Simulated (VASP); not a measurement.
Be2C:

```
C Be
1.0
     0.00000    2.09610    2.09610
     2.09610    0.00000    2.09610
     2.09610    2.09610    0.00000
C Be
1 2
Direct
  0.00000 0.00000 0.00000
  0.25000 0.25000 0.25000
  0.75000 0.75000 0.75000
```

This cell differs from its parent crystal: strain -3.0%.

Base run:

- Program: VASP 6.6.1
- Functional: PBE
- Potentials or basis: VASP PAW PBE potentials, release 64 (C, Be)
- Cutoff: 600 eV
- k mesh: 10 × 10 × 10
- Occupations: fermi-dirac, width 0.02 eV
- Spin: no spin polarisation

Its results: band gap on the k mesh 1.20 eV, indirect (least direct gap 4.31 eV); pressure 23.2 GPa.

Q: The run is repeated on the same cell with these changes: functional from PBE to r2SCAN; cutoff from 600 eV to 660 eV; occupations from fermi-dirac, width 0.02 eV to gaussian, width 0.01 eV. What comes out?

A: Band gap on the k mesh 1.57 eV, indirect (least direct gap 4.81 eV); pressure 22.8 GPa.

Caveats: the PAW data sets were made with another functional, which shifts forces and pressure a little (some runs).

A k mesh can miss the band edges.
